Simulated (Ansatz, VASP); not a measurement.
**One calculation of Na2S, two programs**

The input INCAR:

```
PREC = Accurate ; ENCUT = 500
EDIFF = 1E-6 ; ISMEAR = 0
SIGMA = 0.02 ; LREAL = False
LASPH = True ; NELM = 120
ALGO = Normal ; ISIF = 2
LWAVE = False ; LCHARG = False
GGA = PS ; NBANDS = 17
GGA_COMPAT = False
```

Contents of KPOINTS:

```
Automatic mesh
0
Gamma
  8 8 8
```

The input POSCAR:

```
Na2S
1.0
    0.0000000000      3.1842591930      3.1842591930
    3.1842591930      0.0000000000      3.1842591930
    3.1842591930      3.1842591930      0.0000000000
Na S
2 1
Direct
    0.2500000000      0.2500000000      0.2500000000
    0.7500000000      0.7500000000      0.7500000000
    0.0000000000      0.0000000000      0.0000000000
```

Input for Ansatz:

```yaml
crystal:
  lattice:
    - [0.0, 3.184259193, 3.184259193]
    - [3.184259193, 0.0, 3.184259193]
    - [3.184259193, 3.184259193, 0.0]
  atoms:
    - { symbol: Na, position: [0.25, 0.25, 0.25] }
    - { symbol: Na, position: [0.75, 0.75, 0.75] }
    - { symbol: S, position: [0.0, 0.0, 0.0] }
basis:
  ecutwfc: 420
kpoints:
  mp_grid: { grid: [8, 8, 8] }
hamiltonian:
  xc: pbesol
scf:
  occupations: { method: gaussian, width: 0.02 }
output:
  forces: true
  stress: true
  eigenvalues: true
```

Alike in both runs: task single point; functional PBEsol; k mesh 8 × 8 × 8; occupations gaussian, width 0.02 eV; no spin polarisation.

```csv
,VASP,Ansatz
version,VASP 6.6.1,Ansatz 0.2.0
potentials or method,"VASP PAW PBE potentials, release 64 (Na_pv, S), cutoff 500 eV","scalar-relativistic, plane waves, PAW"
valence electrons in the cell,20,24
```

VASP gave:

| Item | Value |
| --- | --- |
| gap on the k mesh at the Fermi level (eV) | 2.63 |
| least direct gap on the mesh (eV) | 2.63 |
| pressure (GPa) | 2.2 |

**Question.** Which values does Ansatz return?

**Answer.** gap on the k mesh at the Fermi level (eV): 2.63; least direct gap on the mesh (eV): 2.63; pressure (GPa): 2.1.

VASP's potentials were made for PBE, not for PBEsol. VASP's potentials hold 20 valence electrons a cell and Ansatz's 24, so a difference there can come from the potentials and not from the codes.
